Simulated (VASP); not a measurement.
Here is a VASP 6.6.1 calculation.

File INCAR:

```
SYSTEM = SrCuB5
PREC = Accurate
ENCUT = 600
EDIFF = 1E-7
ISMEAR = 0
SIGMA = 0.1
LREAL = .FALSE.
LASPH = .TRUE.
NELM = 80
ALGO = Normal
ISIF = 3
LWAVE = .FALSE.
LCHARG = .FALSE.
GGA = PE
IBRION = 2
NSW = 90
EDIFFG = -0.04
```

Contents of KPOINTS:

```
regular mesh
0
G
  6 6 4
  0 0 0
```

Contents of POSCAR:

```
SrCuB5
1.0
    4.1593988300      0.0000000000      0.0000000000
   -2.0796994100      3.6021450500      0.0000000000
    0.0000000000      0.0000000000      4.6504475100
Sr Cu B
1 1 5
Direct
    0.6666666700      0.3333333300      0.7058149500
    0.0000000000      0.0000000000      0.4388632900
    0.6987091000      0.9858074800      0.1093510300
    0.0141925200      0.7129016300      0.1093510300
    0.2870983700      0.3012909000      0.1093510300
    0.3333333300      0.6666666700      0.4738597700
    0.6666666700      0.3333333300      0.2803225800
```

Potentials or basis: VASP PAW PBE potentials, release 64 (Sr_sv, Cu, B).

Run with:

```sh
$ cat potpaw_PBE.64/Sr_sv/POTCAR potpaw_PBE.64/Cu/POTCAR potpaw_PBE.64/B/POTCAR > POTCAR
$ mpirun -np 1 vasp_std > vasp.out
```

Task: Estimate the band gap on the k mesh.

Result: Zero (bands 18 and 19 overlap by 0.03 eV).

Task: Predict the relaxed cell.

Result: a = 3.666 Å, b = 3.666 Å, c = 7.380 Å, α = 90.00°, β = 90.00°, γ = 120.00°.

Forces in eV/Å, atoms in the order of the input:
```
Sr   0.000  0.000  0.015
Cu   0.000  0.000  0.005
B    0.008  0.011 -0.014
B   -0.013  0.002 -0.014
B    0.005 -0.013 -0.014
B    0.000  0.000 -0.001
B    0.000  0.000  0.025
```
